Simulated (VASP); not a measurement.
# Fe (Im-3m) in VASP: notebook, part 2 of 2

VASP 6.6.1. Earlier steps stand in the parts before.

## (6) Relaxation of cell and atoms, BLYP, collinear spin, ferromagnetic start

This run uses another cell than the first one, of 11.78 Å³/atom, 1.074 times its volume.

INCAR

```
SYSTEM = Fe
PREC     = Accurate       ! precision mode
ENCUT    = 600            ! plane-wave cutoff, eV
EDIFF    = 1E-6           ! SCF threshold, eV
ISMEAR   = -1             ! smearing method
SIGMA    = 0.05           ! smearing width, eV
LREAL    = .FALSE.        ! projectors in reciprocal space
LASPH    = .TRUE.         ! aspherical terms in the spheres
NELM     = 150            ! most SCF steps
ALGO     = Normal         ! electronic algorithm
ISIF     = 3              ! what is computed and relaxed
LWAVE    = .FALSE.        ! write WAVECAR
LCHARG   = .FALSE.        ! write CHGCAR
ISPIN    = 2              ! spin polarisation
MAGMOM   = 2.5            ! initial moments
LORBIT   = 11             ! projections on sites
LMAXMIX  = 4              ! l up to which the mixer works
GGA      = B5             ! functional
ALDAX    = 1.0          
AGGAX    = 1.0          
AGGAC    = 1.0          
ALDAC    = 0.0          
IBRION   = 2              ! ionic algorithm
NSW      = 80             ! ionic steps
EDIFFG   = -0.01          ! ionic threshold
```

KPOINTS

```
regular mesh
0
G
  15 15 15
  0 0 0
```

POSCAR

```
Fe
1.0
   -1.4332500000      1.4332500000      1.4332500000
    1.4332500000     -1.4332500000      1.4332500000
    1.4332500000      1.4332500000     -1.4332500000
Fe
1
Direct
    0.0000000000      0.0000000000      0.0000000000
```

Potentials or basis: VASP PAW PBE potentials, release 64 (Fe).

Started as:

```bash
$ cat potpaw_PBE.64/Fe/POTCAR > POTCAR
$ mpirun -np 1 vasp_std > vasp.out
```

OUTCAR:

```text
SYSTEM = Fe
   PREC = Accurate
   ENCUT = 600
   EDIFF = 1E-6
   ISMEAR = -1
   LREAL = .FALSE.
   LASPH = .TRUE.
   NELM = 150
   ISIF = 3
   ISPIN = 2
   LORBIT = 11
   GGA = B5
   IBRION = 2
   NSW = 80
   EDIFFG = -0.01

 ion  position               nearest neighbor table
   1  0.000  0.000  0.000-

  LATTYP: Found a body centered cubic cell.
 ALAT       =     2.8665000000

  Lattice vectors:

 A1 = (  -1.4332500000,   1.4332500000,   1.4332500000)
 A2 = (   1.4332500000,  -1.4332500000,   1.4332500000)
 A3 = (   1.4332500000,   1.4332500000,  -1.4332500000)

Analysis of symmetry for initial positions (statically):
=====================================================================
 Subroutine PRICEL returns:
 Original cell was already a primitive cell.

 Routine SETGRP: Setting up the symmetry group for a
 body centered cubic supercell.

 Subroutine GETGRP returns: Found 48 space group operations
 (whereof 48 operations were pure point group operations)
 out of a pool of 48 trial point group operations.

The static configuration has the point symmetry O_h .

Analysis of symmetry for dynamics (positions and initial velocities):
=====================================================================
 Subroutine PRICEL returns:
 Original cell was already a primitive cell.

 Routine SETGRP: Setting up the symmetry group for a
 body centered cubic supercell.

 Subroutine GETGRP returns: Found 48 space group operations
[... 232 lines left out ...]

 number of electron       7.9999996 magnetization       2.2493950

 Free energy of the ion-electron system (eV)
  ---------------------------------------------------
  ext. energy  EPLUGINS =         0.00000000
  ---------------------------------------------------
  free energy    TOTEN  =        -7.18510021 eV

  energy without entropy =       -7.17698463  energy(sigma->0) =       -7.18104242

 E-fermi :   5.8574     XC(G=0): -12.2464

 val. band max:        5.8530915734   @ k =  -0.3333   0.3333   0.1333
 cond. band min:       5.8590704901   @ k =  -0.4000   0.4000   0.0667
 fundamental gap:      0.0059789167
 Fermi energy:         5.8573785495

 spin component 1

 k-point     1 :       0.0000    0.0000    0.0000
  band No.  band energies     occupation
      1      -2.1660      1.00000
      2       3.6323      1.00000
      3       3.6323      1.00000
      4       3.6324      1.00000
      5       4.7850      1.00000
      6       4.7850      1.00000
      7      30.6971      0.00000
      8      30.6971      0.00000
      9      30.6971      0.00000
[... 265 lines left out ...]
 k-point    24 :       0.4000    0.2000    0.0000
  band No.  band energies     occupation
      1       1.8892      1.00000
      2       2.7295      1.00000
      3       3.7121      1.00000
      4       4.8334      1.00000
      5       5.3077      0.99998
      6       9.6890      0.00000
      7      13.0891      0.00000
      8      18.2452      0.00000
      9      24.5451      0.00000

 [... further k-points ...]

 spin component 2

 k-point     1 :       0.0000    0.0000    0.0000
  band No.  band energies     occupation
      1      -1.9963      1.00000
      2       5.5180      0.99887
      3       5.5181      0.99887
      4       5.5182      0.99887
      5       7.4794      0.00000
      6       7.4795      0.00000
      7      30.4729      0.00000
      8      30.4729      0.00000
      9      30.4729      0.00000
[... 304 lines left out ...]
  FREE ENERGIE OF THE ION-ELECTRON SYSTEM (eV)
  ---------------------------------------------------
  free  energy   TOTEN  =        -7.1851002134 eV

  energy  without entropy=       -7.1769846301  energy(sigma->0) =       -7.18104242

 reached required accuracy - stopping structural energy minimisation

 total charge

# of ion       s       p       d       tot
------------------------------------------
    1        0.469   0.480   6.273   7.222

 magnetization (x)

# of ion       s       p       d       tot
------------------------------------------
    1       -0.015  -0.048   2.310   2.248
```

OSZICAR:

```text
N       E                     dE             d eps       ncg     rms          rms(c)
DAV:   1     0.193656637660E+02    0.19366E+02   -0.44884E+03  4448   0.119E+03
DAV:   2    -0.769310977380E+01   -0.27059E+02   -0.25491E+02  4351   0.136E+02
[... 23 lines left out ...]
       N       E                     dE             d eps       ncg     rms          rms(c)
DAV:   1    -0.719187093772E+01   -0.72424E-02   -0.13674E-01  4506   0.650E+00    0.808E-01
DAV:   2    -0.718617088037E+01    0.57001E-02   -0.80252E-02  4530   0.423E+00    0.779E-01
DAV:   3    -0.718521721846E+01    0.95366E-03   -0.73579E-03  4572   0.134E+00    0.236E-01
DAV:   4    -0.718515525141E+01    0.61967E-04   -0.82077E-05  4733   0.151E-01    0.542E-02
DAV:   5    -0.718510026799E+01    0.54983E-04   -0.67860E-05  4536   0.102E-01    0.136E-02
DAV:   6    -0.718510021342E+01    0.54573E-07   -0.58311E-06  4492   0.278E-02
   3 F= -.71851002E+01 E0= -.71810424E+01  d E =-.693559E-03  mag=     2.2495
```

Wall time 31 s (1 thread of Intel Xeon 6975P-C (Granite Rapids), shared host); peak memory 0.15 GiB.

Results:

* Free energy: -7.1851 eV
* Relaxed volume: 11.90 Å³/atom
* Relaxed cell: a = 2.491 Å, b = 2.491 Å, c = 2.491 Å, α = 109.47°, β = 109.47°, γ = 109.47°
* Space group after relaxing (to 0.05 Å): Im-3m (No. 229)
* Energy gained by relaxing: 0.7 meV/atom
* Ionic steps: 3
* Pressure after relaxing: 0.0 GPa
* Net moment: 2.25 μB per cell
* Site moments: Fe +2.25 μB
* Valence electrons inside the program's atomic spheres: Fe 7.22

The path:
```
step  energy change (eV)  largest force (eV/Å)  pressure (GPa)  volume (Å³)
   1              0.0000                0.0000            1.80        11.78
   2             -0.0002                0.0000           -1.45        12.00
   3             -0.0007                0.0000           -0.03        11.90
```

Final structure:
```
CELL_PARAMETERS angstrom
-1.43826 1.43826 1.43826
1.43826 -1.43826 1.43826
1.43826 1.43826 -1.43826
ATOMIC_POSITIONS crystal
Fe 0.00000 0.00000 0.00000
```

Caveat: the PAW data sets were made with another functional, which shifts forces and pressure a little.

## (7) Summary

```csv
task,spin,cell,k mesh,cutoff (eV),smearing,gap on the mesh (eV),pressure (GPa),moment (μB),relaxed volume (Å³/atom)
single point,off,"a = 2.424 Å, angles 109.5°, 1 atom",15 × 15 × 15,520,fermi-dirac 0.1 eV,none,0.1,-,-
relaxation of cell and atoms,off,"relaxed from a = 2.482 Å, angles 109.5°, 1 atom",15 × 15 × 15,600,fermi-dirac 0.1 eV,none,0.0,-,10.97
single point,"collinear, ferromagnetic start","a = 2.490 Å, angles 109.5°, 1 atom",15 × 15 × 15,520,fermi-dirac 0.05 eV,none,0.3,2.25,-
single point,"collinear, antiferromagnetic start","a = 2.839 Å, 2 atoms",11 × 11 × 11,520,fermi-dirac 0.05 eV,none,0.1,0.00,-
relaxation of cell and atoms,"collinear, ferromagnetic start","relaxed from a = 2.482 Å, angles 109.5°, 1 atom",15 × 15 × 15,600,fermi-dirac 0.05 eV,none,0.0,2.25,11.90
```

Alike in all rows: level BLYP; potentials or basis VASP PAW PBE potentials, release 64 (Fe).

Caveats: the PAW data sets were made with another functional, which shifts forces and pressure a little.

Absolute energies hang on the potentials; compare differences alone.
